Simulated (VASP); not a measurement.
CaSe: single point with PBEsol

CaSe:

```
CELL_PARAMETERS angstrom
0.00000 2.84882 3.11486
2.84882 0.00000 3.11486
2.84882 2.84882 0.00000
ATOMIC_POSITIONS crystal
Ca 0.00000 0.00000 0.00000
Se 0.50000 0.50000 0.50000
```

This cell differs from its parent crystal: strained.

- Program: VASP 6.6.1
- Task: single point
- Functional: PBEsol
- Potentials or basis: VASP PAW PBE potentials, release 64 (Ca_sv, Se)
- Cutoff: 520 eV
- k mesh: 8 × 8 × 8
- Occupations: gaussian, width 0.02 eV
- Spin: no spin polarisation
- Dipole correction: no
- Further INCAR settings: ALGO = Normal; EDIFF = 1e-07; NBANDS = 15

```json
{
  "Pressure": "1.2 GPa",
  "Band gap on the k mesh": "1.85 eV, indirect (least direct gap 2.64 eV)"
}
```

Stress tensor (GPa, compression positive):
```
 3.80  0.00  0.00
 0.00  3.80  0.00
 0.00  0.00 -4.10
```

Levels at points of the mesh, in eV from the valence-band top:
```tsv
k point	band 5	band 6	band 7	band 8	band 9	band 10	band 11	band 12
(0.00, 0.00, 0.00)	-11.95	-0.07	0.00	0.00	2.96	3.22	3.84	3.84
(0.50, 0.00, 0.00)	-11.17	-3.46	-1.35	-1.29	4.35	5.48	5.53	5.66
(0.50, 0.50, 0.00)	-11.42	-2.81	-0.77	-0.77	1.87	4.95	5.21	6.05
(0.50, 0.00, 0.50)	-11.31	-2.54	-1.19	-0.98	1.85	4.75	5.39	5.84
```

It took 34 s on 1 thread of Intel(R) Xeon(R) Platinum 8488C (Sapphire Rapids), on a shared host, peak memory 0.2 GiB.

Caveat: the cell differs from its parent crystal (strained); the PAW data sets were made with another functional, which shifts forces and pressure a little. A k mesh can miss the band edges.
